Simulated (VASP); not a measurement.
Wanted: the native input for a VASP 6.6.1 run.

```yaml
Task: single point
Functional: PBE
Potentials_or_basis: VASP PAW PBE potentials, release 64 (Ti_sv, C)
Cutoff: 520 eV
k_mesh: 11 × 11 × 11
Occupations: fermi-dirac, width 0.05 eV
Spin: no spin polarisation
Dipole_correction: no
Further_INCAR_settings: ALGO = Normal; EDIFF = 1e-06; NBANDS = 15
```

The structure of TiC lies in POSCAR:

```
TiC
1.0
    0.0000000000      2.1400462750      2.1400462750
    2.1400462750      0.0000000000      2.1400462750
    2.1400462750      2.1400462750      0.0000000000
Ti C
1 1
Direct
    0.0000000000      0.0000000000      0.0000000000
    0.5000000000      0.5000000000      0.5000000000
```

One way to write it, as run:

INCAR

```
SYSTEM = TiC
ALGO = Normal
EDIFF = 1E-6
ENCUT = 520
GGA = PE
ISIF = 2
ISMEAR = -1
LASPH = .TRUE.
LCHARG = .FALSE.
LREAL = .FALSE.
LWAVE = .FALSE.
NBANDS = 15
NELM = 80
PREC = Accurate
SIGMA = 0.05
```

KPOINTS

```
k-points
0
G
  11 11 11
  0 0 0
```

Potentials or basis: VASP PAW PBE potentials, release 64 (Ti_sv, C).

Run with:

```sh
$ cat potpaw_PBE.64/Ti_sv/POTCAR potpaw_PBE.64/C/POTCAR > POTCAR
$ mpirun -np 1 vasp_std > vasp.out
```

Results of the run:

```json
{"Pressure": "10.2 GPa", "Band gap on the k mesh": "zero (band 8 reaches 10.54 eV, above the bottom of band 9 at 9.42 eV)"}
```

Run time: 16 s on 1 thread of AMD EPYC 7R43 64-Core Processor (Zen 3), on a shared host, peak memory 0.11 GiB.
